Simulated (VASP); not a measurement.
# FeO: single point with PBE

FeO:

```xyz
2
Lattice="2.6125 0.0000 0.0000 0.0000 2.6125 0.0000 0.0000 0.0000 2.6125" Properties=species:S:1:pos:R:3 pbc="T T T"
Fe    0.0000    0.0000    0.0000
O     1.3062    1.3062    1.3062
```

| Item | Value |
| --- | --- |
| Program | VASP 6.6.1 |
| Task | single point |
| Functional | PBE |
| Potentials or basis | VASP PAW PBE potentials, release 64 (Fe_sv, O) |
| Cutoff | 700 eV |
| k mesh | 10 × 10 × 10 |
| Occupations | fermi-dirac, width 0.05 eV |
| Spin | collinear spin, ferromagnetic start |
| Starting moments | [4.5, 0.0] μB |

* Pressure: 8.1 GPa
* Band gap on the k mesh: zero (filled and empty bands overlap)
* Net moment: 4.00 μB per cell
* Site moments: Fe +3.41; O +0.37 μB
* Valence electrons inside the program's atomic spheres: Fe 13.64; O 4.98

Levels at points of the mesh, in eV from the Fermi level:
Spin up:
```tsv
k point	band 9	band 10	band 11	band 12	band 13	band 14	band 15	band 16	band 17	band 18
(0.00, 0.00, 0.00)	-2.95	-2.95	-2.53	-2.53	-2.53	0.70	15.29	15.29	20.02	20.02
(0.50, 0.00, 0.00)	-4.24	-2.44	-1.53	-0.25	-0.25	6.00	8.25	15.70	17.51	17.51
(0.50, 0.50, 0.00)	-3.26	-3.19	-3.19	-2.02	-1.48	5.97	11.08	11.08	16.52	24.16
(0.50, 0.50, 0.50)	-1.44	-1.44	-0.18	-0.18	-0.18	6.59	6.59	6.59	15.43	21.50
```
Spin down:
```tsv
k point	band 7	band 8	band 9	band 10	band 11	band 12
(0.00, 0.00, 0.00)	-2.26	-2.26	-2.14	-2.14	1.63	1.63
(0.50, 0.00, 0.00)	-2.97	-2.97	-1.60	1.37	1.76	2.63
(0.50, 0.50, 0.00)	-5.90	-1.68	-1.32	0.41	0.73	0.73
(0.50, 0.50, 0.50)	-6.36	-6.36	1.81	1.81	3.03	3.03
```

Wall time 29 s on 1 thread of Intel(R) Xeon(R) Platinum 8559C (Emerald Rapids), with other jobs on the host, peak memory 0.18 GiB.

Caveat: the cell stands under pressure; a cell with one magnetic atom can't hold antiferromagnetic order, which such compounds often take; semilocal functionals often make such compounds metallic where correlation or magnetic order opens a gap, which also shifts bond lengths. With open d or f shells a metallic result of PBE can be an artefact of self-interaction; +U or a hybrid may open a gap.
